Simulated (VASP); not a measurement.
# MgCd2S3 (Cmc2_1) in VASP: single point with PBE

Aim: the single point of MgCd2S3 with PBE.

Everything below comes from runs of VASP 6.6.1. Logs are shortened: lines on timing, memory, paths and dates and some standing lists are left out, and cuts for length are marked.

### Step 1. The cell of the first run

It takes space group Cmc2_1 (No. 36, orthorhombic). The conventional cell has a = 12.425 Å, b = 7.172 Å, c = 6.731 Å, α = 90.00°, β = 90.00°, γ = 90.00°. Mg (site symmetry m) has 4 S at 2.46 to 2.47 Å within 3.3 Å. Cd (site symmetry 1) has 4 S at 2.56 to 2.57 Å within 3.4 Å. Within 3.3 Å of S (site symmetry 1) lie 1 Mg at 2.46 Å and 3 Cd at 2.56 to 2.57 Å. S (site symmetry m) has 2 Mg at 2.47 Å and 2 Cd at 2.57 Å within 3.3 Å.

### Step 2. Single point, PBE

File INCAR:

```
PREC = Accurate ; ENCUT = 520
EDIFF = 1E-6 ; ISMEAR = 0
SIGMA = 0.1 ; LREAL = False
LASPH = True ; NELM = 60
ALGO = Normal ; ISIF = 2
LWAVE = False ; LCHARG = True
GGA = PE ; LELF = True
LVHAR = True ; NBANDS = 56
```

File KPOINTS:

```
Automatic mesh
0
Gamma
  2 2 2
```

File POSCAR:

```
MgCd2S3
1.0
    0.0000000000      0.0000000000     -6.7306753806
    0.0000000000      7.1721541419      0.0000000000
    6.2125928367     -3.5860770709      0.0000000000
Mg Cd S
2 4 6
Direct
    0.4995205800      0.8355369630      1.0000000000
    0.9995205800      0.1644630370      1.0000000000
    0.4987654656      0.1660395718      0.6696740796
    0.9987654656      0.8339604282      0.3303259204
    0.4987654656      0.4963654922      0.3303259204
    0.9987654656      0.5036345078      0.6696740796
    0.8806722738      0.1671529829      0.6763331409
    0.3806722738      0.8328470171      0.3236668591
    0.8666039414      0.8440213325      1.0000000000
    0.3666039414      0.1559786675      1.0000000000
    0.8806722738      0.4908198420      0.3236668591
    0.3806722738      0.5091801580      0.6763331409
```

Potentials or basis: VASP PAW PBE potentials, release 64 (Mg, Cd, S).

The run is started by

```sh
cat potpaw_PBE.64/Mg/POTCAR potpaw_PBE.64/Cd/POTCAR potpaw_PBE.64/S/POTCAR > POTCAR
mpirun -np 1 vasp_std > vasp.out
```

OUTCAR:

```text
PREC = Accurate
   ENCUT = 520
   EDIFF = 1E-6
   ISMEAR = 0
   LREAL = False
   LASPH = True
   NELM = 60
   ISIF = 2
   GGA = PE

 ion  position               nearest neighbor table
   1  0.500  0.836  0.000-   8 2.46  12 2.46  10 2.47   9 2.47
   2  1.000  0.164  0.000-   7 2.46  11 2.46   9 2.47  10 2.47
   3  0.499  0.166  0.670-   8 2.56  12 2.56  10 2.57   7 2.57
   4  0.999  0.834  0.330-   7 2.56  11 2.56   9 2.57   8 2.57
   5  0.499  0.496  0.330-  12 2.56   8 2.56  10 2.57  11 2.57
   6  0.999  0.504  0.670-  11 2.56   7 2.56   9 2.57  12 2.57
   7  0.881  0.167  0.676-   2 2.46   4 2.56   6 2.56   3 2.57
   8  0.381  0.833  0.324-   1 2.46   3 2.56   5 2.56   4 2.57
   9  0.867  0.844  0.000-   2 2.47   1 2.47   4 2.57   6 2.57
  10  0.367  0.156  0.000-   1 2.47   2 2.47   3 2.57   5 2.57
  11  0.881  0.491  0.324-   2 2.46   6 2.56   4 2.56   5 2.57
  12  0.381  0.509  0.676-   1 2.46   5 2.56   3 2.56   6 2.57

  LATTYP: Found a base centered orthorhombic cell.
 ALAT       =     7.1721541419
 B/A-ratio  =     1.7324203339
 C/A-ratio  =     0.9384454443

  Lattice vectors:

 A1 = (  -6.2125928367,   3.5860770709,   0.0000000000)
 A2 = (   6.2125928367,   3.5860770710,   0.0000000000)
 A3 = (   0.0000000000,   0.0000000000,  -6.7306753806)

Analysis of symmetry for initial positions (statically):
=====================================================================
 Subroutine PRICEL returns:
 Original cell was already a primitive cell.

 Routine SETGRP: Setting up the symmetry group for a
 base centered orthorhombic supercell.

 Subroutine GETGRP returns: Found  4 space group operations
 (whereof  2 operations were pure point group operations)
 out of a pool of  8 trial point group operations.

The static configuration has the point symmetry C_1h.
 The point group associated with its full space group is C_2v.

Analysis of symmetry for dynamics (positions and initial velocities):
=====================================================================
 Subroutine PRICEL returns:
 Original cell was already a primitive cell.

 Routine SETGRP: Setting up the symmetry group for a
 base centered orthorhombic supercell.

 Subroutine GETGRP returns: Found  4 space group operations
 (whereof  2 operations were pure point group operations)
 out of a pool of  8 trial point group operations.

The dynamic configuration has the point symmetry C_1h.
 The point group associated with its full space group is C_2v.

 Subroutine INISYM returns: Found  4 space group operations
 (whereof  2 operations are pure point group operations),
 and found     1 'primitive' translations

----------------------------------------------------------------------------------------

                                     Primitive cell

  volume of cell :     299.9032

  direct lattice vectors                    reciprocal lattice vectors
     0.000000000  0.000000000 -6.730675381     0.000000000  0.000000000 -0.148573500
     0.000000000  7.172154142  0.000000000     0.080481695  0.139428124  0.000000000
     6.212592837 -3.586077071  0.000000000     0.160963389  0.000000000  0.000000000

  length of vectors
     6.730675381  7.172154142  7.173301786     0.148573500  0.160989146  0.160963389

  position of ions in fractional coordinates (direct lattice)
     0.499520580  0.835536963  0.000000000
     0.999520580  0.164463037  0.000000000
     0.498765466  0.166039572  0.669674080
     0.998765466  0.833960428  0.330325920
     0.498765466  0.496365492  0.330325920
     0.998765466  0.503634508  0.669674080
     0.880672274  0.167152983  0.676333141
     0.380672274  0.832847017  0.323666859
     0.866603941  0.844021332  0.000000000
     0.366603941  0.155978668  0.000000000
     0.880672274  0.490819842  0.323666859
     0.380672274  0.509180158  0.676333141

  ion indices of the primitive-cell ions
   primitive index   ion index
                 1           1
                 2           2
                 3           3
                 4           4
                 5           5
                 6           6
                 7           7
                 8           8
                 9           9
                10          10
                11          11
                12          12

----------------------------------------------------------------------------------------

 KPOINTS: Automatic mesh

Automatic generation of k-mesh.
 Grid dimensions read from file:
 generate k-points for:    2    2    2

 Generating k-lattice:

  Cartesian coordinates                     Fractional coordinates (reciprocal lattice)
     0.000000000  0.000000000 -0.074286750     0.500000000  0.000000000  0.000000000
     0.040240847  0.069714062  0.000000000     0.000000000  0.500000000 -0.000000000
     0.080481695  0.000000000  0.000000000     0.000000000  0.000000000  0.500000000

  Length of vectors
     0.074286750  0.080494573  0.080481695

  Shift w.r.t. Gamma in fractional coordinates (k-lattice)
     0.000000000  0.000000000  0.000000000

 Subroutine IBZKPT returns following result:
 ===========================================

 Found      6 irreducible k-points:

 Following reciprocal coordinates:
            Coordinates               Weight
  0.000000  0.000000  0.000000      1.000000
  0.500000  0.000000  0.000000      1.000000
  0.000000  0.500000  0.000000      2.000000
  0.500000  0.500000  0.000000      2.000000
  0.000000  0.000000  0.500000      1.000000
  0.500000  0.000000  0.500000      1.000000
   k-points           NKPTS =      6   k-points in BZ     NKDIM =      6   number of bands    NBANDS=     56
   number of dos      NEDOS =    301   number of ions     NIONS =     12
   total plane-waves  NPLWV = 145800
   dimension x,y,z NGX =    50 NGY =   54 NGZ =   54
   dimension x,y,z NGXF=   100 NGYF=  108 NGZF=  108
   ions per type =               2   4   6
   NGX,Y,Z   is equivalent  to a cutoff of  12.35, 12.52, 12.51 a.u.
   NGXF,Y,Z  is equivalent  to a cutoff of  24.70, 25.03, 25.03 a.u.
 SYSTEM =  unknown system
   PREC   = accura    normal or accurate (medium, high low for compatibility)
   ISTART =      0    job   : 0-new  1-cont  2-samecut
   ICHARG =      2    charge: 1-file 2-atom 10-const
   ISPIN  =      1    spin polarized calculation?
   LNONCOLLINEAR =      F non collinear calculations
   LSORBIT =      F    spin-orbit coupling
   LASPH  =      T    aspherical Exc in radial PAW
   ENCUT  =  520.0 eV  38.22 Ry    6.18 a.u.  12.51 13.34 13.34*2*pi/ulx,y,z
   NELM   =     60;   NELMIN=  2; NELMDL= -5     # of ELM steps
   EDIFF  = 0.1E-05   stopping-criterion for ELM
   LREAL  =      F    real-space projection
   EDIFFG = 0.1E-04   stopping-criterion for IOM
   NSW    =      0    number of steps for IOM
   IBRION =     -1    ionic relax: 0-MD 1-quasi-New 2-CG
   NFREE  =      0    steps in history (QN), initial steepest desc. (CG)
   ISIF   =      2    stress and relaxation
   ISYM   =      2    0-nonsym 1-usesym 2-fastsym
   POTIM  = 0.5000    time-step for ionic-motion
   TEBEG  =    0.0;   TEEND  =   0.0 temperature during run
   PSTRESS=    0.0 pullay stress
   NELECT =      88.0000    total number of electrons
   NUPDOWN=      -1.0000    fix difference up-down
   EMIN   =  10.00;   EMAX   =-10.00  energy-range for DOS
   EFERMI =   0.00;   METHOD = LEGACY
   ISMEAR =     0;   SIGMA  =   0.10  broadening in eV -4-tet -1-fermi 0-gaus
   EFERMI_NEDOS =   21; number of points for ismear=-14 and -15
   IALGO  =     38    algorithm
   IMIX   =      4    mixing-type and parameters
     AMIX     =   0.40;   BMIX     =  1.00
     AMIX_MAG =   1.60;   BMIX_MAG =  1.00
  volume/ion in A,a.u.               =      24.99       168.65
  Fermi-wavevector in a.u.,A,eV,Ry     =   1.087866  2.055768 16.101843  1.183452
  Thomas-Fermi vector in A             =   2.224035
   LORBIT       =      0    0 simple, 1 ext, 2 COOP (PROOUT), +10 PAW based schemes
   GGA     = PE    functional components
   LHFCALC =     F    Hartree Fock is set to
   AEXX    =    0.0000 exact exchange contribution
   IVDW    =     0    specifies the selected vdW correction
   LEPSILON=     F    determine dielectric tensor
   LRPA    =     F    only Hartree local field effects (RPA)
 non-spin polarized calculation
 Gauss-broadening in eV      SIGMA  =   0.10
  energy-cutoff  :      520.00
  volume of cell :      299.90
 maximum number of plane-waves:      8095
   NGX = 25   NGY = 27   NGZ = 27

 number of electron      87.9999996 magnetization

 Free energy of the ion-electron system (eV)
  ---------------------------------------------------
  ext. energy  EPLUGINS =         0.00000000
  ---------------------------------------------------
  free energy    TOTEN  =       -41.50621686 eV

  energy without entropy =      -41.50621686  energy(sigma->0) =      -41.50621686

 E-fermi :   1.4012     XC(G=0):  -8.7452

 val. band max:        0.9306341031   @ k =   0.0000   0.0000   0.0000
 cond. band min:       2.7598726101   @ k =   0.0000   0.0000   0.0000
 fundamental gap:      1.8292385070
 Fermi energy:         1.4012482210

 k-point     1 :       0.0000    0.0000    0.0000
  band No.  band energies     occupation
      1     -10.8700      2.00000
      2     -10.4285      2.00000
      3     -10.3319      2.00000
      4     -10.3305      2.00000
      5     -10.2620      2.00000
      6     -10.2300      2.00000
[... 48 lines left out ...]
     55       7.9899      0.00000
     56       8.0829      0.00000

 k-point     2 :       0.5000    0.0000    0.0000
  band No.  band energies     occupation
      1     -10.6415      2.00000
      2     -10.6415      2.00000
      3     -10.3186      2.00000
      4     -10.3186      2.00000
      5     -10.2502      2.00000
      6     -10.2502      2.00000
[... 229 lines left out ...]
  band No.  band energies     occupation
      1     -10.4673      2.00000
      2     -10.4673      2.00000
      3     -10.4497      2.00000
      4     -10.4497      2.00000
      5     -10.2941      2.00000
      6     -10.2941      2.00000
[... 48 lines left out ...]
     55       7.2791      0.00000
     56       7.2791      0.00000

------------------------ aborting loop because EDIFF is reached ----------------------------------------

  FORCE on cell =-STRESS in cart. coord.  units (eV):
  Direction    XX          YY          ZZ          XY          YZ          ZX
  --------------------------------------------------------------------------------------
  -------------------------------------------------------------------------------------
  Total        0.3461599      0.3672164      0.1874690      0.0000000     -0.0000000      0.0000000
  in kB        1.8492947      1.9617855      1.0015181      0.0000000     -0.0000000      0.0000000
  external PRESSURE =       1.6041995 kB  Pullay stress =       0.0000000 kB

 VOLUME and BASIS-vectors are now :
 -----------------------------------------------------------------------------
  energy-cutoff  :      520.00
  volume of cell :      299.90
      direct lattice vectors                 reciprocal lattice vectors
     0.000000000  0.000000000 -6.730675381     0.000000000  0.000000000 -0.148573500
     0.000000000  7.172154142  0.000000000     0.080481695  0.139428124  0.000000000
     6.212592837 -3.586077071  0.000000000     0.160963389  0.000000000  0.000000000

 POSITION                                       TOTAL-FORCE (eV/Angst)
 -----------------------------------------------------------------------------------
      0.00000      5.99260     -3.36211         0.000000     -0.001052     -0.002527
      0.00000      1.17955     -6.72745         0.000000      0.001052     -0.002527
      4.16041     -1.21064     -3.35703        -0.000195     -0.000795     -0.001393
      2.05218      4.79672     -6.72237         0.000195      0.000795     -0.001393
      2.05218      2.37544     -3.35703         0.000195     -0.000795     -0.001393
      4.16041      1.21064     -6.72237        -0.000195      0.000795     -0.001393
      4.20178     -1.22654     -5.92752         0.021794     -0.012602     -0.013121
      2.01081      4.81261     -2.56218        -0.021794      0.012602     -0.013121
      0.00000      6.05345     -5.83283         0.000000      0.025153      0.031555
      0.00000      1.11870     -2.46749         0.000000     -0.025153      0.031555
      2.01081      2.35954     -5.92752        -0.021794     -0.012602     -0.013121
      4.20178      1.22654     -2.56218         0.021794      0.012602     -0.013121
 -----------------------------------------------------------------------------------
    total drift:                               -0.000001     -0.000001      0.003428

  FREE ENERGIE OF THE ION-ELECTRON SYSTEM (eV)
  ---------------------------------------------------
  free  energy   TOTEN  =       -41.5062168566 eV

  energy  without entropy=      -41.5062168566  energy(sigma->0) =      -41.50621686
```

Run time: 4 min. Hardware: 1 thread of AMD EPYC 7R43 (Zen 3), shared host; peak memory 0.35 GiB.

Results:

* Free energy: -41.5062 eV
* Pressure: 0.2 GPa
* Largest force: 0.040 eV/Å
* Band gap on the k mesh: 1.83 eV, direct

Forces on the atoms (eV/Å):
```
Mg   0.000 -0.001 -0.003
Mg   0.000  0.001 -0.003
Cd   0.000 -0.001 -0.001
Cd   0.000  0.001 -0.001
Cd   0.000 -0.001 -0.001
Cd   0.000  0.001 -0.001
S    0.022 -0.013 -0.013
S   -0.022  0.013 -0.013
S    0.000  0.025  0.032
S    0.000 -0.025  0.032
S   -0.022 -0.013 -0.013
S    0.022  0.013 -0.013
```

Caveat: the k points lie up to 0.51 Å⁻¹ apart.
